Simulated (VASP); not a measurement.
# CrO2 in VASP: notebook

The runs below take CrO2 through single point, relaxation of cell and atoms, with PBEsol.

Everything below comes from runs of VASP 6.6.1. Logs are shortened: lines on timing, memory, paths and dates and some standing lists are left out, and cuts for length are marked.

## Step 1: The cell of the first run

The cell holds a slab with vacuum, 3 atoms: a = 2.586 Å, b = 2.586 Å, c = 13.705 Å, α = 90.00°, β = 90.00°, γ = 120.00°.

## Step 2: Single point, PBEsol

INCAR reads:

```
ALGO = Normal ; EDIFF = 1E-6
ENCUT = 520 ; GGA = PS
ISIF = 2 ; ISMEAR = 0
LASPH = T ; LCHARG = F
LREAL = F ; LWAVE = F
NBANDS = 19 ; NELM = 80
PREC = Accurate ; SIGMA = 0.1
```

KPOINTS reads:

```
k-points
0
Gamma
  12 12 2
```

POSCAR reads:

```
CrO2
1.0
    2.5856615365      0.0000000000      0.0000000000
   -1.2928307683      2.2392485762      0.0000000000
    0.0000000000      0.0000000000     13.7046992209
Cr O
1 2
Direct
    0.3333333333      0.6666666667      0.0000000000
    0.6666666667      0.3333333333      0.9161180683
    0.6666666667      0.3333333333      0.0838819317
```

Potentials or basis: VASP PAW PBE potentials, release 64 (Cr_pv, O).

Started as:

```bash
$ cat potpaw_PBE.64/Cr_pv/POTCAR potpaw_PBE.64/O/POTCAR > POTCAR
$ mpirun -np 1 vasp_std > vasp.out
```

OUTCAR:

```text
EDIFF = 1E-6
   ENCUT = 520
   GGA = PS
   ISIF = 2
   ISMEAR = 0
   LASPH = T
   LREAL = F
   NELM = 80
   PREC = Accurate

 ion  position               nearest neighbor table
   1  0.333  0.667  0.000-   2 1.88   3 1.88   2 1.88   3 1.88   2 1.88   3 1.88
   2  0.667  0.333  0.916-   1 1.88   1 1.88   1 1.88
   3  0.667  0.333  0.084-   1 1.88   1 1.88   1 1.88

  LATTYP: Found a hexagonal cell.
 ALAT       =     2.5856615365
 C/A-ratio  =     5.3002680465

  Lattice vectors:

 A1 = (   2.5856615365,   0.0000000000,   0.0000000000)
 A2 = (  -1.2928307683,   2.2392485762,   0.0000000000)
 A3 = (   0.0000000000,   0.0000000000,  13.7046992209)

Analysis of symmetry for initial positions (statically):
=====================================================================
 Subroutine PRICEL returns:
 Original cell was already a primitive cell.

 Routine SETGRP: Setting up the symmetry group for a
 hexagonal supercell.

 Subroutine GETGRP returns: Found 12 space group operations
 (whereof 12 operations were pure point group operations)
 out of a pool of 24 trial point group operations.

The static configuration has the point symmetry D_3h.

Analysis of symmetry for dynamics (positions and initial velocities):
=====================================================================
 Subroutine PRICEL returns:
 Original cell was already a primitive cell.

 Routine SETGRP: Setting up the symmetry group for a
 hexagonal supercell.

 Subroutine GETGRP returns: Found 12 space group operations
 (whereof 12 operations were pure point group operations)
 out of a pool of 24 trial point group operations.

The dynamic configuration has the point symmetry D_3h.

 Subroutine INISYM returns: Found 12 space group operations
 (whereof 12 operations are pure point group operations),
 and found     1 'primitive' translations

----------------------------------------------------------------------------------------

                                     Primitive cell

  volume of cell :      79.3494

  direct lattice vectors                    reciprocal lattice vectors
     2.585661536  0.000000000  0.000000000     0.386748221  0.223289190  0.000000000
    -1.292830768  2.239248576  0.000000000     0.000000000  0.446578379  0.000000000
     0.000000000  0.000000000 13.704699221     0.000000000  0.000000000  0.072967672

  length of vectors
     2.585661536  2.585661537 13.704699221     0.446578379  0.446578379  0.072967672

  position of ions in fractional coordinates (direct lattice)
     0.333333333  0.666666667  0.000000000
     0.666666667  0.333333333  0.916118068
     0.666666667  0.333333333  0.083881932

  ion indices of the primitive-cell ions
   primitive index   ion index
                 1           1
                 2           2
                 3           3

----------------------------------------------------------------------------------------

 KPOINTS: k-points

Automatic generation of k-mesh.
 Grid dimensions read from file:
 generate k-points for:   12   12    2

 Generating k-lattice:

  Cartesian coordinates                     Fractional coordinates (reciprocal lattice)
     0.032229018  0.018607432  0.000000000     0.083333333  0.000000000  0.000000000
     0.000000000  0.037214865  0.000000000     0.000000000  0.083333333  0.000000000
     0.000000000  0.000000000  0.036483836     0.000000000  0.000000000  0.500000000

  Length of vectors
     0.037214865  0.037214865  0.036483836

  Shift w.r.t. Gamma in fractional coordinates (k-lattice)
     0.000000000  0.000000000  0.000000000

 Subroutine IBZKPT returns following result:
 ===========================================

 Found     38 irreducible k-points:

 Following reciprocal coordinates:
            Coordinates               Weight
  0.000000  0.000000  0.000000      1.000000
  0.083333  0.000000  0.000000      6.000000
  0.166667 -0.000000  0.000000      6.000000
  0.250000  0.000000  0.000000      6.000000
  0.333333 -0.000000  0.000000      6.000000
  0.416667  0.000000  0.000000      6.000000
[... 16 lines left out ...]
  0.250000  0.000000  0.500000      6.000000
  0.333333 -0.000000  0.500000      6.000000
 [... further k-points ...]
   k-points           NKPTS =     38   k-points in BZ     NKDIM =     38   number of bands    NBANDS=     19
   number of dos      NEDOS =    301   number of ions     NIONS =      3
   total plane-waves  NPLWV =  43200
   dimension x,y,z NGX =    20 NGY =   20 NGZ =  108
   dimension x,y,z NGXF=    40 NGYF=   40 NGZF=  216
   ions per type =               1   2
   NGX,Y,Z   is equivalent  to a cutoff of  12.86, 12.86, 13.10 a.u.
   NGXF,Y,Z  is equivalent  to a cutoff of  25.72, 25.72, 26.20 a.u.
 SYSTEM =  unknown system
   PREC   = accura    normal or accurate (medium, high low for compatibility)
   ISTART =      0    job   : 0-new  1-cont  2-samecut
   ICHARG =      2    charge: 1-file 2-atom 10-const
   ISPIN  =      1    spin polarized calculation?
   LNONCOLLINEAR =      F non collinear calculations
   LSORBIT =      F    spin-orbit coupling
   LASPH  =      T    aspherical Exc in radial PAW
   ENCUT  =  520.0 eV  38.22 Ry    6.18 a.u.   4.81  4.81 25.48*2*pi/ulx,y,z
   NELM   =     80;   NELMIN=  2; NELMDL= -5     # of ELM steps
   EDIFF  = 0.1E-05   stopping-criterion for ELM
   LREAL  =      F    real-space projection
   EDIFFG = 0.1E-04   stopping-criterion for IOM
   NSW    =      0    number of steps for IOM
   IBRION =     -1    ionic relax: 0-MD 1-quasi-New 2-CG
   NFREE  =      0    steps in history (QN), initial steepest desc. (CG)
   ISIF   =      2    stress and relaxation
   ISYM   =      2    0-nonsym 1-usesym 2-fastsym
   POTIM  = 0.5000    time-step for ionic-motion
   TEBEG  =    0.0;   TEEND  =   0.0 temperature during run
   PSTRESS=    0.0 pullay stress
   NELECT =      24.0000    total number of electrons
   NUPDOWN=      -1.0000    fix difference up-down
   EMIN   =  10.00;   EMAX   =-10.00  energy-range for DOS
   EFERMI =   0.00;   METHOD = LEGACY
   ISMEAR =     0;   SIGMA  =   0.10  broadening in eV -4-tet -1-fermi 0-gaus
   EFERMI_NEDOS =   21; number of points for ismear=-14 and -15
   IALGO  =     38    algorithm
   IMIX   =      4    mixing-type and parameters
     AMIX     =   0.40;   BMIX     =  1.00
     AMIX_MAG =   1.60;   BMIX_MAG =  1.00
  volume/ion in A,a.u.               =      26.45       178.49
  Fermi-wavevector in a.u.,A,eV,Ry     =   1.098915  2.076648 16.430587  1.207614
  Thomas-Fermi vector in A             =   2.235301
   LORBIT       =      0    0 simple, 1 ext, 2 COOP (PROOUT), +10 PAW based schemes
   GGA     = PS    functional components
   LHFCALC =     F    Hartree Fock is set to
   AEXX    =    0.0000 exact exchange contribution
   IVDW    =     0    specifies the selected vdW correction
   LEPSILON=     F    determine dielectric tensor
   LRPA    =     F    only Hartree local field effects (RPA)
 non-spin polarized calculation
 Gauss-broadening in eV      SIGMA  =   0.10
  energy-cutoff  :      520.00
  volume of cell :       79.35
 maximum number of plane-waves:      2160
 NGX is ok and might be reduce to    20
   NGX =  9   NGY =  9   NGZ = 51

 number of electron      24.0000002 magnetization

 Free energy of the ion-electron system (eV)
  ---------------------------------------------------
  ext. energy  EPLUGINS =         0.00000000
  ---------------------------------------------------
  free energy    TOTEN  =       -26.12896291 eV

  energy without entropy =      -26.12896011  energy(sigma->0) =      -26.12896151

 E-fermi :  -2.4801     XC(G=0):  -4.8405

 val. band max:       -2.7180551738   @ k =   0.0000   0.0000   0.5000
 cond. band min:      -2.2290156643   @ k =   0.3333   0.3333   0.0000
 fundamental gap:      0.4890395095
 Fermi energy:        -2.4801341805

 k-point     1 :       0.0000    0.0000    0.0000
  band No.  band energies     occupation
      1     -46.9565      2.00000
      2     -46.6779      2.00000
      3     -46.6779      2.00000
      4     -23.4003      2.00000
      5     -21.4978      2.00000
      6      -9.9442      2.00000
[... 11 lines left out ...]
     18       3.7877      0.00000
     19       4.6429      0.00000

 k-point     2 :       0.0833    0.0000    0.0000
  band No.  band energies     occupation
      1     -46.9462      2.00000
      2     -46.7266      2.00000
      3     -46.6882      2.00000
      4     -23.2899      2.00000
      5     -21.4739      2.00000
      6      -9.8219      2.00000
[... 11 lines left out ...]
     18       4.0872      0.00000
     19       4.8593      0.00000

 k-point     3 :       0.1667   -0.0000    0.0000
  band No.  band energies     occupation
      1     -46.9182      2.00000
      2     -46.8583      2.00000
      3     -46.7162      2.00000
      4     -22.9848      2.00000
      5     -21.4071      2.00000
      6      -9.5562      2.00000
[... 11 lines left out ...]
     18       4.8190      0.00000
     19       5.4371      0.00000

 k-point     4 :       0.2500    0.0000    0.0000
  band No.  band energies     occupation
      1     -47.0349      2.00000
      2     -46.8797      2.00000
      3     -46.7542      2.00000
      4     -22.5579      2.00000
      5     -21.3112      2.00000
      6      -9.5462      2.00000
[... 407 lines left out ...]
     18       5.0032      0.00000
     19       5.0400      0.00000

 k-point    23 :       0.2500    0.0000    0.5000
  band No.  band energies     occupation
      1     -47.0349      2.00000
      2     -46.8797      2.00000
      3     -46.7542      2.00000
      4     -22.5580      2.00000
      5     -21.3112      2.00000
      6      -9.5462      2.00000
[... 11 lines left out ...]
     18       6.0390      0.00000
     19       6.0656      0.00000

 k-point    24 :       0.3333   -0.0000    0.5000
  band No.  band energies     occupation
      1     -47.2080      2.00000
      2     -46.8411      2.00000
      3     -46.7920      2.00000
      4     -22.1172      2.00000
      5     -21.2095      2.00000
      6      -9.8673      2.00000
[... 11 lines left out ...]
     18       7.3262      0.00000
     19       7.4200      0.00000

 [... further k-points ...]

------------------------ aborting loop because EDIFF is reached ----------------------------------------

  FORCE on cell =-STRESS in cart. coord.  units (eV):
  Direction    XX          YY          ZZ          XY          YZ          ZX
  --------------------------------------------------------------------------------------
  -------------------------------------------------------------------------------------
  Total        0.2846697      0.2846697      0.1913093     -0.0000000      0.0000000      0.0000000
  in kB        5.7478876      5.7478876      3.8628092     -0.0000000      0.0000000      0.0000000
  external PRESSURE =       5.1195282 kB  Pullay stress =       0.0000000 kB

 VOLUME and BASIS-vectors are now :
 -----------------------------------------------------------------------------
  energy-cutoff  :      520.00
  volume of cell :       79.35
      direct lattice vectors                 reciprocal lattice vectors
     2.585661536  0.000000000  0.000000000     0.386748221  0.223289190  0.000000000
    -1.292830768  2.239248576  0.000000000     0.000000000  0.446578379  0.000000000
     0.000000000  0.000000000 13.704699221     0.000000000  0.000000000  0.072967672

 POSITION                                       TOTAL-FORCE (eV/Angst)
 -----------------------------------------------------------------------------------
     -0.00000      1.49283      0.00000         0.000000      0.000000      0.000000
      1.29283      0.74642     12.55512        -0.000000     -0.000000     -0.108714
      1.29283      0.74642      1.14958        -0.000000     -0.000000      0.108714
 -----------------------------------------------------------------------------------
    total drift:                               -0.000001      0.000000      0.000000

  FREE ENERGIE OF THE ION-ELECTRON SYSTEM (eV)
  ---------------------------------------------------
  free  energy   TOTEN  =       -26.1289629064 eV

  energy  without entropy=      -26.1289601124  energy(sigma->0) =      -26.12896151
```

It took 2.2 min on 1 thread of Intel Xeon 8259CL, shared host; peak memory 0.22 GiB.

Results:

```yaml
Free_energy: -26.1290 eV
Largest_force: 0.109 eV/Å
Band_gap_on_the_k_mesh: 0.49 eV (least direct gap 1.72 eV)
```

Forces in eV/Å, atoms in the order of the input:
```
Cr   0.000  0.000  0.000
O    0.000  0.000 -0.109
O    0.000  0.000  0.109
```

Caveat: the PAW data sets were made with another functional, which shifts forces and pressure a little.

## Step 3: Relaxation of cell and atoms, PBEsol

This run uses another cell than the first one.

INCAR reads:

```
SYSTEM = CrO2
  PREC = Accurate
  ENCUT = 600
  EDIFF = 1E-6
  ISMEAR = 0
  SIGMA = 0.1
  LREAL = .False.
  LASPH = .True.
  NELM = 80
  ALGO = Normal
  ISIF = 3
  LWAVE = .False.
  LCHARG = .False.
  GGA = PS
  IBRION = 2
  NSW = 80
  EDIFFG = -0.05
```

KPOINTS reads:

```
regular mesh
0
Gamma
  12 12 2
  0 0 0
```

POSCAR reads:

```
CrO2
1.0
    2.5629650604      0.0000000000      0.0000000000
   -1.2814825302      2.2195928513      0.0000000000
    0.0000000000      0.0000000000     13.8124973557
Cr O
1 2
Direct
    0.3333333333      0.6666666667      0.0000000000
    0.6666666667      0.3333333333      0.9075761485
    0.6666666667      0.3333333333      0.0924238515
```

Potentials or basis: VASP PAW PBE potentials, release 64 (Cr_pv, O).

Started as:

```bash
$ cat potpaw_PBE.64/Cr_pv/POTCAR potpaw_PBE.64/O/POTCAR > POTCAR
$ mpirun -np 1 vasp_std > vasp.out
```

It took 8.6 min on 1 thread of Intel Xeon 8259CL, shared host; peak memory 0.25 GiB.

Results (log left out):

* Free energy: -26.1381 eV
* Relaxed cell: a = 2.590 Å, b = 2.590 Å, c = 12.997 Å, α = 90.00°, β = 90.00°, γ = 120.00°
* Space group after relaxing (to 0.1 Å): P-6m2 (No. 187)
* Energy gained by relaxing: 144.9 meV/atom
* Ionic steps: 7
* Band gap on the k mesh: 0.48 eV (least direct gap 1.71 eV)

Step by step:
| step | energy change (eV) | largest force (eV/Å) | pressure (GPa) | volume (Å³) |
| --- | --- | --- | --- | --- |
| 1 | 0.0000 | 3.2555 | -6.35 | 78.58 |
| 2 | 1.1749 | 8.9832 | 28.02 | 66.93 |
| 3 | -0.4055 | 0.5145 | 0.89 | 74.31 |
| 4 | -0.4127 | 0.1281 | 1.90 | 73.89 |
| 5 | -0.4130 | 0.0170 | 2.16 | 73.77 |
| 6 | -0.4271 | 0.0205 | -1.33 | 76.57 |
| 7 | -0.4348 | 0.0007 | -0.08 | 75.51 |

Final structure:
```
Cr O
1.0
     2.59007    0.00000    0.00000
    -1.29503    2.24306    0.00000
     0.00000    0.00000   12.99665
Cr O
1 2
Direct
  0.33333 0.66667 0.00000
  0.66667 0.33333 0.91139
  0.66667 0.33333 0.08861
```

Levels at points of the mesh, in eV from the valence-band top:
```
           k point  band 10  band 11  band 12  band 13  band 14  band 15
(0.00, 0.00, 0.00)    -3.31    -2.68     0.00     1.73     1.73     1.76
(0.50, 0.00, 0.00)    -3.04    -2.68    -1.14     1.12     1.43     2.79
(0.00, 0.00, 0.50)    -3.31    -2.68     0.00     1.73     1.73     1.76
(0.50, 0.00, 0.50)    -3.04    -2.68    -1.14     1.12     1.43     2.79
```

Caveat: the PAW data sets were made with another functional, which shifts forces and pressure a little.

## Step 4: Single point, PBEsol

INCAR reads:

```
SYSTEM = CrO2
ALGO = Normal ; EDIFF = 1E-6
ENCUT = 520 ; GGA = PS
ISIF = 2 ; ISMEAR = 0
LASPH = .True. ; LCHARG = .False.
LREAL = .False. ; LWAVE = .False.
NBANDS = 19 ; NELM = 100
PREC = Accurate ; SIGMA = 0.02
```

KPOINTS reads:

```
k-points
0
Gamma
  18 18 4
  0 0 0
```

POSCAR reads:

```
CrO2
1.0
    2.5871391603      0.0000000000      0.0000000000
   -1.2935695802      2.2405282359      0.0000000000
    0.0000000000      0.0000000000     13.7008388361
Cr O
1 2
Direct
    0.3333333333      0.6666666667      0.0000000000
    0.6666666667      0.3333333333      0.9161609889
    0.6666666667      0.3333333333      0.0838390111
```

Started as:

```bash
$ cat potpaw_PBE.64/Cr_pv/POTCAR potpaw_PBE.64/O/POTCAR > POTCAR
$ mpirun -np 1 vasp_std > vasp.out
```

Run time: 4.9 min. Hardware: 1 thread of Intel Xeon 8259CL, shared host; peak memory 0.3 GiB.

It converged, with:

```
Free energy            : -26.1291 eV
Largest force          : 0.129 eV/Å
Band gap on the k mesh : 0.47 eV (least direct gap 1.72 eV)
```

Forces on the atoms (eV/Å):
```
Cr   0.000  0.000  0.000
O    0.000  0.000 -0.129
O    0.000  0.000  0.129
```

Levels at points of the mesh, in eV from the valence-band top:
```
           k point  band 9  band 10  band 11  band 12  band 13  band 14  band 15  band 16
(0.00, 0.00, 0.00)   -3.34    -3.34    -2.70     0.00     1.74     1.74     1.77     1.77
(0.50, 0.00, 0.00)   -5.04    -3.06    -2.69    -1.15     1.12     1.43     2.80     3.29
(0.00, 0.00, 0.50)   -3.34    -3.34    -2.70     0.00     1.74     1.74     1.77     1.77
(0.50, 0.00, 0.50)   -5.04    -3.06    -2.69    -1.15     1.12     1.43     2.80     3.29
```

Caveat: the PAW data sets were made with another functional, which shifts forces and pressure a little. Spin polarisation is off, so any magnetic state and its effect on volume and gap are missing.

## Step 5: Summary

| task | cell | k mesh | cutoff (eV) | smearing | gap on the mesh (eV) | largest force (eV/Å) |
| --- | --- | --- | --- | --- | --- | --- |
| single point | a = 2.586, b = 2.586, c = 13.705 Å, angles 90.0, 90.0, 120.0°, 3 atoms, atomic positions A | 12 × 12 × 2 | 520 | gaussian 0.1 eV | 0.49 | 0.11 |
| relaxation of cell and atoms | relaxed from a = 2.563, b = 2.563, c = 13.812 Å, angles 90.0, 90.0, 120.0°, 3 atoms, atomic positions B | 12 × 12 × 2 | 600 | gaussian 0.1 eV | 0.48 | - |
| single point | a = 2.587, b = 2.587, c = 13.701 Å, angles 90.0, 90.0, 120.0°, 3 atoms, atomic positions A | 18 × 18 × 4 | 520 | gaussian 0.02 eV | 0.47 | 0.13 |

Alike in all rows: level PBEsol; potentials or basis VASP PAW PBE potentials, release 64 (Cr_pv, O); no spin polarisation.

Caveats: the PAW data sets were made with another functional, which shifts forces and pressure a little.

Total energies depend on the potentials used, so only differences within one code and one set of settings carry meaning.
